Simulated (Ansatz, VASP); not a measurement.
Ti3C2 in VASP and in Ansatz

The input POSCAR:

```
Ti3C2
1.0
    2.9108449311      0.0000000000      0.0000000000
   -1.4554224655      2.5208656568      0.0000000000
    0.0000000000      0.0000000000     15.1185181982
Ti C
6 4
Direct
    0.3333333333      0.6666666667      0.8441961089
    0.6666666667      0.3333333333      0.3441961089
    0.6666666667      0.3333333333      0.1558038911
    0.3333333333      0.6666666667      0.6558038911
    0.0000000000      0.0000000000      0.0000000000
    0.0000000000      0.0000000000      0.5000000000
    0.6666666667      0.3333333333      0.9141626305
    0.3333333333      0.6666666667      0.4141626305
    0.6666666667      0.3333333333      0.5858373695
    0.3333333333      0.6666666667      0.0858373695
```

File INCAR.step1:

```
SYSTEM = Ti3C2
ALGO     = Normal         ! electronic algorithm
EDIFF    = 1E-4           ! SCF threshold, eV
ENCUT    = 520            ! plane-wave cutoff, eV
GGA      = PE             ! functional
ISMEAR   = 0              ! smearing method
LASPH    = .True.         ! aspherical terms in the spheres
LCHARG   = .False.        ! write CHGCAR
LREAL    = .False.        ! projectors in reciprocal space
LWAVE    = .True.         ! write WAVECAR
NBANDS   = 55             ! bands
NELM     = 100            ! most SCF steps
PREC     = Accurate       ! precision mode
SIGMA    = 0.15           ! smearing width, eV
```

File INCAR.step2:

```
SYSTEM = Ti3C2
ALGO     = Normal         ! electronic algorithm
EDIFF    = 1E-7           ! SCF threshold, eV
ENCUT    = 520            ! plane-wave cutoff, eV
ISIF     = 2              ! what is computed and relaxed
ISMEAR   = 0              ! smearing method
ISTART   = 1            
LASPH    = .True.         ! aspherical terms in the spheres
LCHARG   = .False.        ! write CHGCAR
LMIXTAU  = .True.       
LREAL    = .False.        ! projectors in reciprocal space
LWAVE    = .False.        ! write WAVECAR
METAGGA  = R2SCAN         ! meta-GGA
NBANDS   = 55             ! bands
NELM     = 100            ! most SCF steps
PREC     = Accurate       ! precision mode
SIGMA    = 0.15           ! smearing width, eV
```

Contents of KPOINTS:

```
k-points
0
Gamma
  12 12 4
  0 0 0
```

Input for Ansatz:

```yaml
crystal:
  lattice:
    - [2.9108449311, 0.0, 0.0]
    - [-1.4554224655, 2.5208656568, 0.0]
    - [0.0, 0.0, 15.1185181982]
  atoms:
    - { symbol: Ti, position: [0.3333333333, 0.6666666667, 0.8441961089] }
    - { symbol: Ti, position: [0.6666666667, 0.3333333333, 0.3441961089] }
    - { symbol: Ti, position: [0.6666666667, 0.3333333333, 0.1558038911] }
    - { symbol: Ti, position: [0.3333333333, 0.6666666667, 0.6558038911] }
    - { symbol: Ti, position: [0.0, 0.0, 0.0] }
    - { symbol: Ti, position: [0.0, 0.0, 0.5] }
    - { symbol: C, position: [0.6666666667, 0.3333333333, 0.9141626305] }
    - { symbol: C, position: [0.3333333333, 0.6666666667, 0.4141626305] }
    - { symbol: C, position: [0.6666666667, 0.3333333333, 0.5858373695] }
    - { symbol: C, position: [0.3333333333, 0.6666666667, 0.0858373695] }
basis:
  ecutwfc: 500
kpoints:
  mp_grid: { grid: [12, 12, 4] }
hamiltonian:
  xc: r2scan
scf:
  occupations: { method: gaussian, width: 0.15 }
output:
  forces: true
  stress: true
  eigenvalues: true
```

Change from the starting cell: strain -0.050 along x and y, +0.000 along z, atoms carried along.

Alike in both runs: task single point; functional r2SCAN; k mesh 12 × 12 × 4; occupations gaussian, width 0.15 eV; no spin polarisation.

```csv
,VASP,Ansatz
version,VASP 6.6.1,Ansatz 0.2.0
potentials or method,"VASP PAW PBE potentials, release 64 (Ti_sv, C), cutoff 520 eV","scalar-relativistic, plane waves, PAW"
valence electrons in the cell,88,88
```

```csv
,VASP,Ansatz,Ansatz less VASP
gap on the k mesh at the Fermi level (eV),none,none,-
pressure (GPa),27.9,26.9,-1.02
"traceless stress, the component that is largest in VASP (GPa)",-14.26,-14.18,+0.074
rms of the force components (eV/Å),0.604,0.557,-0.0469
```

VASP's potentials were made for PBE, not for r2SCAN. Atom by atom the forces differ by 0.047 eV/Å (rms over components). A gap of «none» marks a metal or a gap that the smearing closes. With one functional, cell and mesh, what is left measures potentials, basis and numerics.
